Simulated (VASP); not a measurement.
# NaCl in VASP: a series of runs, part 2 of 2

VASP 6.6.1. Earlier steps stand in the parts before.

## (3) Single point, PBEsol (strained)

INCAR

```
SYSTEM = NaCl
PREC = Accurate ; ENCUT = 520
EDIFF = 1E-6 ; ISMEAR = 0
SIGMA = 0.02 ; LREAL = .FALSE.
LASPH = .TRUE. ; NELM = 60
ALGO = Normal ; ISIF = 2
LWAVE = .FALSE. ; LCHARG = .FALSE.
GGA = PS ; NBANDS = 14
```

KPOINTS

```
Automatic mesh
0
G
  6 6 6
  0 0 0
```

POSCAR

```
NaCl
1.0
    3.6269380078      0.0350219000     -0.0350219000
    0.0350219000      3.6269380078     -0.0350219000
   -0.0350219000     -0.0350219000      3.6269380078
Na Cl
1 1
Direct
    0.0000000000      0.0000000000      0.0000000000
    0.5000000000      0.5000000000      0.5000000000
```

Potentials or basis: VASP PAW PBE potentials, release 64 (Na_pv, Cl).

The run is started by

```console
$ cat potpaw_PBE.64/Na_pv/POTCAR potpaw_PBE.64/Cl/POTCAR > POTCAR
$ mpirun -np 1 vasp_std > vasp.out
```

OUTCAR:

```text
SYSTEM = NaCl
   PREC = Accurate
   ENCUT = 520
   EDIFF = 1E-6
   ISMEAR = 0
   LREAL = .FALSE.
   LASPH = .TRUE.
   NELM = 60
   ISIF = 2
   GGA = PS

 ion  position               nearest neighbor table
   1  0.000  0.000  0.000-
   2  0.500  0.500  0.500-

  LATTYP: Found a trigonal (rhomboedric) cell.
 ALAT       =     3.6272761653
 COS(alpha) =     0.0194017242

  Lattice vectors:

 A1 = (  -3.6269380078,  -0.0350219000,   0.0350219000)
 A2 = (  -0.0350219000,  -3.6269380078,   0.0350219000)
 A3 = (  -0.0350219000,  -0.0350219000,   3.6269380078)

Analysis of symmetry for initial positions (statically):
=====================================================================
 Subroutine PRICEL returns:
 Original cell was already a primitive cell.

 Routine SETGRP: Setting up the symmetry group for a
 trigonal (rhombohedral) supercell.

 Subroutine GETGRP returns: Found 12 space group operations
 (whereof 12 operations were pure point group operations)
 out of a pool of 12 trial point group operations.

The static configuration has the point symmetry D_3d.

Analysis of symmetry for dynamics (positions and initial velocities):
=====================================================================
 Subroutine PRICEL returns:
 Original cell was already a primitive cell.

 Routine SETGRP: Setting up the symmetry group for a
 trigonal (rhombohedral) supercell.

 Subroutine GETGRP returns: Found 12 space group operations
 (whereof 12 operations were pure point group operations)
 out of a pool of 12 trial point group operations.

The dynamic configuration has the point symmetry D_3d.

 Subroutine INISYM returns: Found 12 space group operations
 (whereof 12 operations are pure point group operations),
 and found     1 'primitive' translations

----------------------------------------------------------------------------------------

                                     Primitive cell

  volume of cell :      47.6979

  direct lattice vectors                    reciprocal lattice vectors
     3.626938008  0.035021900 -0.035021900     0.275765598 -0.002637341  0.002637341
     0.035021900  3.626938008 -0.035021900    -0.002637341  0.275765598  0.002637341
[... 114 lines left out ...]
   LEPSILON=     F    determine dielectric tensor
   LRPA    =     F    only Hartree local field effects (RPA)
 non-spin polarized calculation
 Gauss-broadening in eV      SIGMA  =   0.02
  energy-cutoff  :      520.00
  volume of cell :       47.70
 maximum number of plane-waves:      1316
   NGX = 13   NGY = 13   NGZ = 13

 number of electron      14.0000020 magnetization

 Free energy of the ion-electron system (eV)
  ---------------------------------------------------
  ext. energy  EPLUGINS =         0.00000000
  ---------------------------------------------------
  free energy    TOTEN  =        -6.65799736 eV

  energy without entropy =       -6.65799736  energy(sigma->0) =       -6.65799736

 E-fermi :  -0.1275     XC(G=0):  -8.1298

 val. band max:       -0.3036928329   @ k =   0.5000   0.5000  -0.0000
 cond. band min:       3.2386586179   @ k =   0.0000   0.0000   0.0000
 fundamental gap:      3.5423514508
 Fermi energy:        -0.1275369135

 k-point     1 :       0.0000    0.0000    0.0000
  band No.  band energies     occupation
      1     -22.3196      2.00000
      2     -22.3145      2.00000
      3     -22.3145      2.00000
      4     -13.3393      2.00000
      5      -0.7459      2.00000
      6      -0.7459      2.00000
      7      -0.6725      2.00000
      8       3.2387      0.00000
      9       8.1954      0.00000
     10       8.1954      0.00000
     11      14.1479      0.00000
     12      14.4461      0.00000
     13      14.4461      0.00000
     14      15.1336      0.00000
[... 377 lines left out ...]
      1     -22.3357      2.00000
      2     -22.3300      2.00000
      3     -22.3181      2.00000
      4     -12.9219      2.00000
      5      -2.0359      2.00000
      6      -1.8446      2.00000
      7      -0.8949      2.00000
      8       6.1014      0.00000
      9       8.0267      0.00000
     10       8.9438      0.00000
     11      10.6518      0.00000
     12      12.1129      0.00000
     13      12.7216      0.00000
     14      15.4694      0.00000

 [... further k-points ...]
[... 5 lines left out ...]
  --------------------------------------------------------------------------------------
  -------------------------------------------------------------------------------------
  Total       -0.9075186     -0.9075186     -0.9075186      0.0315378     -0.0315378     -0.0315378
  in kB      -30.4836135    -30.4836135    -30.4836135      1.0593563     -1.0593563     -1.0593563
  external PRESSURE =     -30.4836135 kB  Pullay stress =       0.0000000 kB

 VOLUME and BASIS-vectors are now :
 -----------------------------------------------------------------------------
  energy-cutoff  :      520.00
  volume of cell :       47.70
      direct lattice vectors                 reciprocal lattice vectors
     3.626938008  0.035021900 -0.035021900     0.275765598 -0.002637341  0.002637341
     0.035021900  3.626938008 -0.035021900    -0.002637341  0.275765598  0.002637341
    -0.035021900 -0.035021900  3.626938008     0.002637341  0.002637341  0.275765598

 POSITION                                       TOTAL-FORCE (eV/Angst)
 -----------------------------------------------------------------------------------
      0.00000      0.00000      0.00000        -0.000000      0.000000      0.000000
      1.81347      1.81347      1.77845         0.000000     -0.000000     -0.000000
 -----------------------------------------------------------------------------------
    total drift:                               -0.000000      0.000000      0.000000

  FREE ENERGIE OF THE ION-ELECTRON SYSTEM (eV)
  ---------------------------------------------------
  free  energy   TOTEN  =        -6.6579973591 eV

  energy  without entropy=       -6.6579973591  energy(sigma->0) =       -6.65799736
```

OSZICAR:

```text
N       E                     dE             d eps       ncg     rms          rms(c)
DAV:   1     0.967178196070E+02    0.96718E+02   -0.70052E+03   904   0.981E+02
DAV:   2     0.176787661764E+01   -0.94950E+02   -0.86648E+02  1016   0.252E+02
DAV:   3    -0.675009748256E+01   -0.85180E+01   -0.84571E+01  1094   0.712E+01
DAV:   4    -0.689987730922E+01   -0.14978E+00   -0.14969E+00  1058   0.102E+01
DAV:   5    -0.690332927043E+01   -0.34520E-02   -0.34519E-02  1154   0.158E+00    0.204E+00
DAV:   6    -0.668781184875E+01    0.21552E+00   -0.30425E-01  1124   0.356E+00    0.137E+00
DAV:   7    -0.665919537406E+01    0.28616E-01   -0.74406E-02  1234   0.173E+00    0.935E-01
DAV:   8    -0.665812592622E+01    0.10694E-02   -0.10127E-02   950   0.899E-01    0.352E-01
DAV:   9    -0.665796912743E+01    0.15680E-03   -0.32688E-04  1160   0.136E-01    0.230E-01
DAV:  10    -0.665800121866E+01   -0.32091E-04   -0.34715E-04   998   0.985E-02    0.317E-02
DAV:  11    -0.665799725465E+01    0.39640E-05   -0.15444E-05  1112   0.279E-02    0.106E-02
DAV:  12    -0.665799735910E+01   -0.10444E-06   -0.22263E-06   974   0.886E-03
   1 F= -.66579974E+01 E0= -.66579974E+01  d E =-.318965E-37
```

Wall time 10 s (1 thread of Intel Xeon Platinum 8488C (Sapphire Rapids), shared host); peak memory 0.15 GiB.

Results:

```yaml
Free_energy: -6.6580 eV
Pressure: -3.0 GPa
Band_gap_on_the_k_mesh: 3.54 eV, indirect (least direct gap 3.91 eV)
```

Levels at points of the mesh, in eV from the valence-band top:
```tsv
k point	band 3	band 4	band 5	band 6	band 7	band 8	band 9	band 10	band 11	band 12
(0.00, 0.00, 0.00)	-22.01	-13.04	-0.44	-0.44	-0.37	3.54	8.50	8.50	14.45	14.75
(0.50, 0.00, 0.00)	-22.01	-12.76	-2.56	-0.24	-0.19	6.44	7.83	10.37	11.49	11.55
(0.50, 0.50, 0.00)	-22.01	-12.55	-1.98	-1.94	0.00	5.43	9.49	10.11	10.32	12.32
(0.50, 0.50, 0.50)	-22.03	-12.35	-1.60	-1.57	-1.57	6.80	7.04	7.04	10.89	14.49
```

Caveat: the cell differs from its parent crystal (strained); the PAW data sets were made with another functional, which shifts forces and pressure a little. A k mesh can miss the band edges.

## (4) Single point, r2SCAN (functional r2SCAN, strained)

POSCAR

```
NaCl
1.0
    3.6602088128      0.0000000000      0.0000000000
    0.0000000000      3.6602088128      0.0000000000
    0.0000000000      0.0000000000      3.6602088128
Na Cl
1 1
Direct
    0.0000000000      0.0000000000      0.0000000000
    0.5000000000      0.5000000000      0.5000000000
```

INCAR.step1

```
ALGO = Normal ; EDIFF = 1E-4
ENCUT = 520 ; GGA = PE
ISMEAR = 0 ; LASPH = True
LCHARG = False ; LREAL = False
LWAVE = True ; NBANDS = 14
NELM = 80 ; PREC = Accurate
SIGMA = 0.02
```

INCAR.step2

```
ALGO = Normal ; EDIFF = 1E-6
ENCUT = 520 ; ISIF = 2
ISMEAR = 0 ; ISTART = 1
LASPH = True ; LCHARG = False
LMIXTAU = True ; LREAL = False
LWAVE = False ; METAGGA = R2SCAN
NBANDS = 14 ; NELM = 80
PREC = Accurate ; SIGMA = 0.02
```

KPOINTS

```
k-points
0
Gamma
  6 6 6
```

The run is started by

```console
$ cat potpaw_PBE.64/Na_pv/POTCAR potpaw_PBE.64/Cl/POTCAR > POTCAR
$ cp INCAR.step1 INCAR
$ mpirun -np 1 vasp_std > vasp.out
$ cp INCAR.step2 INCAR
$ mpirun -np 1 vasp_std > vasp.out
```

Run time: 28 s. Hardware: 1 thread of Intel Xeon Platinum 8488C (Sapphire Rapids), shared host; peak memory 0.16 GiB.

It converged, with:

- Free energy: -13.3657 eV
- Pressure: -3.5 GPa
- Band gap on the k mesh: 4.38 eV, indirect (least direct gap 4.79 eV)

Levels at points of the mesh, in eV from the valence-band top:
```tsv
k point	band 3	band 4	band 5	band 6	band 7	band 8	band 9	band 10	band 11	band 12
(0.00, 0.00, 0.00)	-22.99	-13.55	-0.40	-0.40	-0.40	4.38	9.27	9.27	15.69	15.69
(0.50, 0.00, 0.00)	-22.99	-13.30	-2.41	-0.21	-0.21	7.26	8.63	11.27	12.29	12.29
(0.50, 0.50, 0.00)	-22.98	-13.10	-1.87	-1.87	0.00	6.23	10.33	11.04	11.04	13.03
(0.50, 0.50, 0.50)	-23.00	-12.90	-1.52	-1.52	-1.52	7.71	7.71	7.71	11.93	15.70
```

Caveat: the cell differs from its parent crystal (functional r2SCAN, strained); the PAW data sets were made with another functional, which shifts forces and pressure a little. A k mesh can miss the band edges.

## (5) Summary

```tsv
level	cell	gap on the mesh (eV)	pressure (GPa)
PBE	a = 3.670 Å, 2 atoms	3.56	-2.6
PBEsol	a = 3.627 Å, angles 91.1, 91.1, 88.9°, 2 atoms	3.54	-3.0
r2SCAN	a = 3.660 Å, 2 atoms	4.38	-3.5
```

Alike in all rows: task single point; potentials or basis VASP PAW PBE potentials, release 64 (Na_pv, Cl); no spin polarisation; k mesh 6 × 6 × 6; cutoff (eV) 520; smearing gaussian 0.02 eV.

Caveats: the PAW data sets were made with another functional, which shifts forces and pressure a little (some runs).

Absolute energies hang on the potentials; compare differences alone.
